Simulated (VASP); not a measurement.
Wanted: the native input for a VASP 6.6.1 run.

```
Task                   : single point
Functional             : PBE
Potentials or basis    : VASP PAW PBE potentials, release 64 (Zr_sv, B)
Cutoff                 : 520 eV
k mesh                 : 11 × 11 × 9
Occupations            : fermi-dirac, width 0.05 eV
Spin                   : no spin polarisation
Dipole correction      : no
Further INCAR settings : ALGO = Normal; EDIFF = 1e-07; NBANDS = 16
```

The structure of ZrB2 lies in POSCAR:

```
ZrB2
1.0
    3.1675246616      0.0000000000      0.0000000000
   -1.5837623308      2.7431568240      0.0000000000
    0.0000000000      0.0000000000      3.5523880600
Zr B
1 2
Direct
    0.0000000000      0.0000000000      0.0000000000
    0.2533333333      0.6266666667      0.5000000000
    0.7466666667      0.3733333333      0.5000000000
```

This cell differs from its parent crystal: shortest bond scaled by 0.76.

One way to write it, as run:

INCAR

```
SYSTEM = ZrB2
PREC = Accurate ; ENCUT = 520
EDIFF = 1E-7 ; ISMEAR = -1
SIGMA = 0.05 ; LREAL = .False.
LASPH = .True. ; NELM = 60
ALGO = Normal ; ISIF = 2
LWAVE = .False. ; LCHARG = .False.
GGA = PE ; NBANDS = 16
```

KPOINTS

```
Automatic mesh
0
Gamma
  11 11 9
  0 0 0
```

Potentials or basis: VASP PAW PBE potentials, release 64 (Zr_sv, B).

Command:

```console
$ cat potpaw_PBE.64/Zr_sv/POTCAR potpaw_PBE.64/B/POTCAR > POTCAR
$ mpirun -np 1 vasp_std > vasp.out
```

Results of the run:

* Pressure: 20.3 GPa
* Largest force: 10.834 eV/Å
* Band gap on the k mesh: zero (band 9 reaches 10.90 eV, above the bottom of band 10 at 9.45 eV)

Caveat: the cell differs from its parent crystal (shortest bond scaled by 0.76); forces of over 1 eV/Å act on the atoms, so gaps and moduli don't describe the material at rest.

Run time: 37 s on 1 thread of AMD EPYC 9R45 96-Core Processor (Zen 5), on a shared host, peak memory 0.18 GiB.
